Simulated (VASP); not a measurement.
Set up this calculation in VASP 6.6.1, as the native input.

```
Task                   : single point
Functional             : PBEsol
Dispersion             : D3(BJ)
Potentials or basis    : VASP PAW PBE potentials, release 64 (C)
Cutoff                 : 520 eV
k mesh                 : 18 × 18 × 18
Occupations            : gaussian, width 0.03 eV
Spin                   : no spin polarisation
Dipole correction      : no
Further INCAR settings : ALGO = Normal; EDIFF = 1e-07; NBANDS = 11
```

The structure of C lies in POSCAR:

```
C
1.0
    0.0000000000      2.2094280082      3.2483023607
    1.2764581491      0.0000000000      3.2483023607
    1.2764581491      2.2094280082      0.0000000000
C
2
Direct
    0.1667066167      0.8332933833      0.1667066167
    0.8332933833      0.1667066167      0.8332933833
```

These files were run (other wordings do the same):

INCAR

```
SYSTEM = C
ALGO = Normal
EDIFF = 1E-7
ENCUT = 520
GGA = PS
ISIF = 2
ISMEAR = 0
IVDW = 12
LASPH = .TRUE.
LCHARG = .FALSE.
LREAL = .FALSE.
LWAVE = .FALSE.
NBANDS = 11
NELM = 100
PREC = Accurate
SIGMA = 0.03
```

KPOINTS

```
k-points
0
G
  18 18 18
  0 0 0
```

Potentials or basis: VASP PAW PBE potentials, release 64 (C).

Launch:

```bash
$ cat potpaw_PBE.64/C/POTCAR > POTCAR
$ mpirun -np 1 vasp_std > vasp.out
```

Results of the run:

```
Pressure                   : -27.6 GPa
Largest force              : 0.004 eV/Å
Band gap on the k mesh     : 0.05 eV, indirect (least direct gap 0.20 eV)
Dispersion energy per atom : -0.110 eV
```

Caveat: the PAW data sets were made with another functional, which shifts forces and pressure a little.

Wall time 76 s on 1 thread of Intel(R) Xeon(R) 6975P-C (Granite Rapids) (shared host), peak memory 0.26 GiB.
